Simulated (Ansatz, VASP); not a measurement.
# CsH in VASP and in Ansatz

Contents of INCAR:

```
SYSTEM = CsH
PREC = Accurate
ENCUT = 520
EDIFF = 1E-7
ISMEAR = 0
SIGMA = 0.05
LREAL = .False.
LASPH = .True.
NELM = 80
ALGO = Normal
ISIF = 2
LWAVE = .False.
LCHARG = .False.
GGA = CA
NBANDS = 12
```

File KPOINTS:

```
Automatic mesh
0
Gamma
  8 8 8
  0 0 0
```

POSCAR

```
CsH
1.0
    0.0000000000      3.0604800000      3.1880000000
    3.0604800000      0.0000000000      3.1880000000
    3.0604800000      3.0604800000      0.0000000000
Cs H
1 1
Direct
    0.0000000000      0.0000000000      0.0000000000
    0.5000000000      0.5000000000      0.5000000000
```

Input for Ansatz:

```yaml
crystal:
  lattice:
    - [0.0, 3.06048, 3.188]
    - [3.06048, 0.0, 3.188]
    - [3.06048, 3.06048, 0.0]
  atoms:
    - { symbol: Cs, position: [0.0, 0.0, 0.0] }
    - { symbol: H, position: [0.5, 0.5, 0.5] }
basis:
  ecutwfc: 420
kpoints:
  mp_grid: { grid: [8, 8, 8] }
hamiltonian:
  xc: lda
scf:
  occupations: { method: gaussian, width: 0.05 }
output:
  forces: true
  stress: true
  eigenvalues: true
```

Change from the starting cell: strain -0.040 along x and y, +0.000 along z, atoms carried along.

Alike in both runs: task single point; functional LDA; k mesh 8 × 8 × 8; occupations gaussian, width 0.05 eV; no spin polarisation.

|  | VASP | Ansatz |
| --- | --- | --- |
| version | VASP 6.6.1 | Ansatz 0.2.0 |
| potentials or method | VASP PAW LDA potentials, release 64 (Cs_sv, H), cutoff 520 eV | scalar-relativistic, plane waves, PAW |
| valence electrons in the cell | 10 | 10 |

VASP gave:

| Quantity | Value |
| --- | --- |
| gap on the k mesh at the Fermi level (eV) | 1.80 |
| least direct gap on the mesh (eV) | 1.80 |
| pressure (GPa) | -0.5 |
| traceless stress, the component that is largest in VASP (GPa) | -0.68 |

Task: Estimate Ansatz's values.

Result: gap on the k mesh at the Fermi level (eV): 1.83; least direct gap on the mesh (eV): 1.83; pressure (GPa): -0.5; traceless stress, the component that is largest in VASP (GPa): -0.66.

LDA's correlation is that of Perdew and Zunger in VASP and of Perdew and Wang (1992) in Ansatz.

Spin-orbit coupling is off throughout.
